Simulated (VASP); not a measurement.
Input of a VASP 6.6.1 run:

File INCAR:

```
ALGO = Normal ; EDIFF = 1E-6
ENCUT = 520 ; GGA = PE
ISIF = 2 ; ISMEAR = 0
LASPH = True ; LCHARG = True
LELF = True ; LREAL = False
LVHAR = True ; LWAVE = False
NBANDS = 18 ; NELM = 80
PREC = Accurate ; SIGMA = 0.1
```

Contents of KPOINTS:

```
k-points
0
Gamma
  6 6 6
```

File POSCAR:

```
PC4
1.0
   -2.5745466700      2.5745466700      2.5745466700
    2.5745466700     -2.5745466700      2.5745466700
    2.5745466700      2.5745466700     -2.5745466700
P C
1 4
Direct
    0.0000000000      0.0000000000      0.0000000000
    0.0000000000      0.0000000000      0.5000000000
    0.5000000000      0.0000000000      0.0000000000
    0.5000000000      0.5000000000      0.5000000000
    0.0000000000      0.5000000000      0.0000000000
```

Potentials or basis: VASP PAW PBE potentials, release 64 (P, C).

The run is started by

```bash
$ cat potpaw_PBE.64/P/POTCAR potpaw_PBE.64/C/POTCAR > POTCAR
$ mpirun -np 1 vasp_std > vasp.out
```

Question: Estimate the pressure.

Answer: -28.3 GPa.
